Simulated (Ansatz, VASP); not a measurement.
# One calculation of KBr, two programs

The input INCAR:

```
SYSTEM = KBr
PREC     = Accurate       ! precision mode
ENCUT    = 520            ! plane-wave cutoff, eV
EDIFF    = 1E-6           ! SCF threshold, eV
ISMEAR   = 0              ! smearing method
SIGMA    = 0.01           ! smearing width, eV
LREAL    = .False.        ! projectors in reciprocal space
LASPH    = .True.         ! aspherical terms in the spheres
NELM     = 100            ! most SCF steps
ALGO     = Normal         ! electronic algorithm
ISIF     = 2              ! what is computed and relaxed
LWAVE    = .False.        ! write WAVECAR
LCHARG   = .True.         ! write CHGCAR
GGA      = PS             ! functional
LELF     = .True.         ! ELF
LVHAR    = .True.       
NBANDS   = 15             ! bands
```

File KPOINTS:

```
regular mesh
0
Gamma
  4 4 4
  0 0 0
```

POSCAR

```
KBr
1.0
    0.0000000000      3.3024386828      3.3024386828
    3.3024386828      0.0000000000      3.3024386828
    3.3024386828      3.3024386828      0.0000000000
K Br
1 1
Direct
    0.0000000000      0.0000000000      0.0000000000
    0.5000000000      0.5000000000      0.5000000000
```

Input for Ansatz:

```yaml
crystal:
  lattice:
    - [0.0, 3.3024386828, 3.3024386828]
    - [3.3024386828, 0.0, 3.3024386828]
    - [3.3024386828, 3.3024386828, 0.0]
  atoms:
    - { symbol: K, position: [0.0, 0.0, 0.0] }
    - { symbol: Br, position: [0.5, 0.5, 0.5] }
kpoints:
  mp_grid: { grid: [4, 4, 4] }
hamiltonian:
  xc: pbesol
scf:
  occupations: { method: fixed }
  n_extra_bands: 4
output:
  forces: true
  stress: true
  eigenvalues: true
```

Alike in both runs: task single point; functional PBEsol; k mesh 4 × 4 × 4; no spin polarisation.

|  | VASP | Ansatz |
| --- | --- | --- |
| version | VASP 6.6.1 | Ansatz 0.2.0 |
| potentials or method | VASP PAW PBE potentials, release 64 (K_sv, Br) | plane waves, PAW |
| plane-wave cutoff (eV) | 520 | 420 |
| occupations | gaussian, width 0.01 eV | fixed |
| valence electrons in the cell | 16 | 16 |

|  | VASP | Ansatz | Ansatz less VASP |
| --- | --- | --- | --- |
| gap on the k mesh at the Fermi level (eV) | 4.27 | 4.28 | +0.003 |
| pressure (GPa) | -0.3 | -0.4 | -0.05 |

VASP's potentials were made for PBE, not for PBEsol.
